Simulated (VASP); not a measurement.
A run of VASP 6.6.1 is set up as follows.

The input INCAR:

```
SYSTEM = Al
ALGO     = Fast           ! electronic algorithm
EDIFF    = 1E-6           ! SCF threshold, eV
ENCUT    = 520            ! plane-wave cutoff, eV
GGA      = PS             ! functional
ISIF     = 2              ! what is computed and relaxed
ISMEAR   = 0              ! smearing method
LASPH    = .True.         ! aspherical terms in the spheres
LCHARG   = .True.         ! write CHGCAR
LELF     = .True.         ! ELF
LREAL    = Auto         
LVHAR    = .True.       
LWAVE    = .False.        ! write WAVECAR
NBANDS   = 60             ! bands
NELM     = 100            ! most SCF steps
PREC     = Accurate       ! precision mode
SIGMA    = 0.1            ! smearing width, eV
```

The input KPOINTS:

```
k-points
0
Gamma
  4 4 4
  0 0 0
```

POSCAR

```
Al
1.0
   -6.0230888935      6.0230888935      0.0000000000
   -6.0230888935      0.0000000000      6.0230888935
    0.0000000000      6.0230888935      6.0230888935
Al
27
Direct
    0.0000000000      0.0000000000      0.0000000000
    0.3333333333      0.0000000000      0.0000000000
    0.0000000000      0.3333333333      0.0000000000
    0.0000000000      0.0000000000      0.3333333333
    0.6666666667      0.0000000000      0.0000000000
    0.3333333333      0.3333333333      0.0000000000
    0.3333333333      0.0000000000      0.3333333333
    0.0000000000      0.6666666667      0.0000000000
    0.0000000000      0.3333333333      0.3333333333
    0.0000000000      0.0000000000      0.6666666667
    0.6666666667      0.3333333333      0.0000000000
    0.6666666667      0.0000000000      0.3333333333
    0.3333333333      0.6666666667      0.0000000000
    0.3333333333      0.3333333333      0.3333333333
    0.3333333333      0.0000000000      0.6666666667
    0.0000000000      0.6666666667      0.3333333333
    0.0000000000      0.3333333333      0.6666666667
    0.6666666667      0.6666666667      0.0000000000
    0.6666666667      0.3333333333      0.3333333333
    0.6666666667      0.0000000000      0.6666666667
    0.3333333333      0.6666666667      0.3333333333
    0.3333333333      0.3333333333      0.6666666667
    0.0000000000      0.6666666667      0.6666666667
    0.6666666667      0.6666666667      0.3333333333
    0.6666666667      0.3333333333      0.6666666667
    0.3333333333      0.6666666667      0.6666666667
    0.6666666667      0.6666666667      0.6666666667
```

Potentials or basis: VASP PAW PBE potentials, release 64 (Al).

The run is started by

```console
$ cat potpaw_PBE.64/Al/POTCAR > POTCAR
$ mpirun -np 1 vasp_std > vasp.out
```

Question: Predict the pressure.

Answer: 0.3 GPa.

Caveat: the PAW data sets were made with another functional, which shifts forces and pressure a little.
